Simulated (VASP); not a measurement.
A run of VASP 6.6.1:

The input INCAR:

```
SYSTEM = CdSe
  PREC = Accurate
  ENCUT = 520
  EDIFF = 1E-6
  ISMEAR = -1
  SIGMA = 0.05
  LREAL = .FALSE.
  LASPH = .TRUE.
  NELM = 60
  ALGO = Normal
  ISIF = 2
  LWAVE = .FALSE.
  LCHARG = .TRUE.
  LELF = .TRUE.
  LVHAR = .TRUE.
  NBANDS = 16
```

Contents of KPOINTS:

```
Automatic mesh
0
G
  12 12 12
  0 0 0
```

POSCAR

```
CdSe
1.0
    0.0000000000      2.7816070569      2.7816070569
    2.7816070569      0.0000000000      2.7816070569
    2.7816070569      2.7816070569      0.0000000000
Cd Se
1 1
Direct
    0.0000000000      0.0000000000      0.0000000000
    0.5000000000      0.5000000000      0.5000000000
```

Potentials or basis: VASP PAW LDA potentials, release 64 (Cd, Se).

The run is started by

```sh
$ cat potpaw_LDA.64/Cd/POTCAR potpaw_LDA.64/Se/POTCAR > POTCAR
$ mpirun -np 1 vasp_std > vasp.out
```

Hardware: 1 thread of Intel(R) Xeon(R) Platinum 8259CL CPU @ 2.50GHz (Skylake/Cascade Lake) (shared host).

**Question.** How long does it take, and how much memory?

**Answer.** Run time: 43 s on 1 thread of Intel(R) Xeon(R) Platinum 8259CL CPU @ 2.50GHz (Skylake/Cascade Lake) (shared host), peak memory 0.18 GiB. Counts: scf iterations 12, k points 72.
